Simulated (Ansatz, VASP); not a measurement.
**One calculation of Ni, two programs**

```
CELL_PARAMETERS angstrom
3.52387 0.00000 0.00000
0.00000 3.52387 0.00000
0.00000 0.00000 3.52387
ATOMIC_POSITIONS crystal
Ni 0.00000 0.00000 0.00000
Ni 0.50000 0.50000 0.00000
Ni 0.50000 0.00000 0.50000
Ni 0.00000 0.50000 0.50000
```

Alike in both runs: task single point; functional LDA; k mesh 9 × 9 × 9; occupations fermi-dirac, width 0.1 eV; non-collinear spin.

|  | VASP | Ansatz |
| --- | --- | --- |
| version | VASP 6.6.1 | Ansatz 0.2.0 |
| potentials or method | VASP PAW LDA potentials, release 64 (Ni) | PAW with Ansatz's default frozen-core files, scalar-relativistic |
| plane-wave cutoff (eV) | 520 | 420 |
| valence electrons in the cell | 40 | 72 |

```tsv
	VASP	Ansatz	Ansatz less VASP
net moment per atom (μB)	0.58	0.60	+0.018
size of the moment on the site where the two differ most (μB)	0.58	0.61	+0.023
```

LDA's correlation is that of Perdew and Zunger in VASP and of Perdew and Wang (1992) in Ansatz. Site moments also hang on the region over which each program counts them. VASP's potentials hold 40 valence electrons a cell and Ansatz's 72, so a difference there can come from the potentials and not from the codes.
